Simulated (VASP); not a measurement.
Set up this calculation in VASP 6.6.1, as the native input.

* Task: single point
* Functional: r2SCAN
* Potentials or basis: VASP PAW PBE potentials, release 64 (Si)
* Cutoff: 520 eV
* k mesh: 30 × 30 × 26
* Occupations: gaussian, width 0.15 eV
* Spin: no spin polarisation
* Dipole correction: no
* Further INCAR settings: ALGO = Normal; EDIFF = 1e-06; NBANDS = 8

Si:

```
CELL_PARAMETERS angstrom
2.77535 0.00000 0.00000
-1.38768 2.40352 0.00000
0.00000 0.00000 2.23773
ATOMIC_POSITIONS crystal
Si 0.00000 0.00000 0.00000
```

This isn't the form of Si at room conditions, which is diamond.

This cell differs from its parent crystal: ratio of the length along z to the lengths across it x 0.85, volume and fractional coordinates fixed.

The input as run:

POSCAR

```
Si
1.0
    2.7753500011      0.0000000000      0.0000000000
   -1.3876750006      2.4035236053      0.0000000000
    0.0000000000      0.0000000000      2.2377285858
Si
1
Direct
    0.0000000000      0.0000000000      0.0000000000
```

INCAR.step1

```
SYSTEM = Si
ALGO     = Normal         ! electronic algorithm
EDIFF    = 1E-4           ! SCF threshold, eV
ENCUT    = 520            ! plane-wave cutoff, eV
GGA      = PE             ! functional
ISMEAR   = 0              ! smearing method
LASPH    = .TRUE.         ! aspherical terms in the spheres
LCHARG   = .FALSE.        ! write CHGCAR
LREAL    = .FALSE.        ! projectors in reciprocal space
LWAVE    = .TRUE.         ! write WAVECAR
NBANDS   = 8              ! bands
NELM     = 80             ! most SCF steps
PREC     = Accurate       ! precision mode
SIGMA    = 0.15           ! smearing width, eV
```

INCAR.step2

```
SYSTEM = Si
ALGO     = Normal         ! electronic algorithm
EDIFF    = 1E-6           ! SCF threshold, eV
ENCUT    = 520            ! plane-wave cutoff, eV
ISIF     = 2              ! what is computed and relaxed
ISMEAR   = 0              ! smearing method
ISTART   = 1            
LASPH    = .TRUE.         ! aspherical terms in the spheres
LCHARG   = .FALSE.        ! write CHGCAR
LMIXTAU  = .TRUE.       
LREAL    = .FALSE.        ! projectors in reciprocal space
LWAVE    = .FALSE.        ! write WAVECAR
METAGGA  = R2SCAN         ! meta-GGA
NBANDS   = 8              ! bands
NELM     = 80             ! most SCF steps
PREC     = Accurate       ! precision mode
SIGMA    = 0.15           ! smearing width, eV
```

KPOINTS

```
k-points
0
G
  30 30 26
  0 0 0
```

Potentials or basis: VASP PAW PBE potentials, release 64 (Si).

Run with:

```bash
$ cat potpaw_PBE.64/Si/POTCAR > POTCAR
$ cp INCAR.step1 INCAR
$ mpirun -np 1 vasp_std > vasp.out
$ cp INCAR.step2 INCAR
$ mpirun -np 1 vasp_std > vasp.out
```

Results of the run:

```json
{"Pressure": "7.3 GPa", "Band gap on the k mesh": "zero (bands 2 and 3 overlap by 13.03 eV)"}
```

Caveat: the stress differs along the axes, from -9 to 41 GPa; the PAW data sets were made with another functional, which shifts forces and pressure a little.

Wall time 7.2 min on 1 thread of AMD EPYC 7R43 64-Core Processor (Zen 3) (shared host), peak memory 0.2 GiB.
